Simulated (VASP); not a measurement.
Wanted: the native input for a VASP 6.6.1 run.

| Item | Value |
| --- | --- |
| Task | single point |
| Functional | PBE |
| Potentials or basis | VASP PAW PBE potentials, release 64 (In_d, As) |
| Cutoff | 520 eV |
| k mesh | 13 × 13 × 13 |
| Occupations | fermi-dirac, width 0.1 eV |
| Spin | no spin polarisation |
| Dipole correction | no |
| Further INCAR settings | ALGO = Normal; EDIFF = 1e-06; NBANDS = 16 |

The structure of InAs (zincblende type) lies in POSCAR:

```
InAs
1.0
    0.0000000000      2.5850771342      2.5850771342
    2.5850771342      0.0000000000      2.5850771342
    2.5850771342      2.5850771342      0.0000000000
In As
1 1
Direct
    0.0000000000      0.0000000000      0.0000000000
    0.2500000000      0.2500000000      0.2500000000
```

One way to write it, as run:

INCAR

```
PREC = Accurate ; ENCUT = 520
EDIFF = 1E-6 ; ISMEAR = -1
SIGMA = 0.1 ; LREAL = False
LASPH = True ; NELM = 80
ALGO = Normal ; ISIF = 2
LWAVE = False ; LCHARG = False
GGA = PE ; NBANDS = 16
```

KPOINTS

```
Automatic mesh
0
Gamma
  13 13 13
```

Potentials or basis: VASP PAW PBE potentials, release 64 (In_d, As).

Command:

```bash
$ cat potpaw_PBE.64/In_d/POTCAR potpaw_PBE.64/As/POTCAR > POTCAR
$ mpirun -np 1 vasp_std > vasp.out
```

It gave:

The pressure is 91.4 GPa. The band gap on the k mesh is 0.39 eV, indirect (least direct gap 1.91 eV).

Caveat: spin-orbit coupling is left out, which moves the levels of the heavy elements.

Wall time 22 s on 1 thread of Intel(R) Xeon(R) 6975P-C (Granite Rapids) (shared host), peak memory 0.18 GiB.
